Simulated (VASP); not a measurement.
Here is a VASP 6.6.1 calculation.

File POSCAR:

```
Sn
1.0
   -1.7265390000      1.7755470000      2.3383420000
    1.7265390000     -1.7755470000      2.3383420000
    1.7265390000      1.7755470000     -2.3383420000
Sn
1
Direct
    0.0000000000      0.0000000000      0.0000000000
```

INCAR.step1

```
SYSTEM = Sn
PREC = Accurate
ENCUT = 400
EDIFF = 1E-5
ISMEAR = -1
SIGMA = 0.05
LREAL = .False.
LASPH = .True.
NELM = 120
ALGO = Normal
ISIF = 2
LWAVE = .True.
LCHARG = .False.
GGA = PE
NBANDS = 13
GGA_COMPAT = .False.
```

File INCAR.step2:

```
SYSTEM = Sn
PREC = Accurate
ENCUT = 400
EDIFF = 1E-6
ISMEAR = -1
SIGMA = 0.05
LREAL = .False.
LASPH = .True.
NELM = 120
ALGO = Normal
ISIF = 2
LWAVE = .False.
LCHARG = .False.
GGA = B3
LHFCALC = .True.
AEXX = 0.2
AGGAX = 0.72
AGGAC = 0.81
ALDAC = 0.19
PRECFOCK = Normal
ISTART = 1
NBANDS = 13
GGA_COMPAT = .False.
```

The input KPOINTS:

```
Automatic mesh
0
Gamma
  6 6 6
  0 0 0
```

Potentials or basis: VASP PAW PBE potentials, release 64 (Sn_d).

Run with:

```console
$ cat potpaw_PBE.64/Sn_d/POTCAR > POTCAR
$ cp INCAR.step1 INCAR
$ mpirun -np 1 vasp_std > vasp.out
$ cp INCAR.step2 INCAR
$ mpirun -np 1 vasp_std > vasp.out
```

Q: Predict the band gap on the k mesh.

A: Zero (bands 7 and 8 overlap by 10.12 eV).

Q: Estimate the pressure.

A: 2.5 GPa.

Stress tensor (GPa, compression positive):
```
1.21 0.00 0.00
0.00 4.94 0.00
0.00 0.00 1.43
```

Caveat: the k points lie up to 0.38 Å⁻¹ apart, too coarse for converged energies and pressures of a metal; the PAW data sets were made with another functional, which shifts forces and pressure a little; spin-orbit coupling is left out, which moves the levels of the heavy elements.
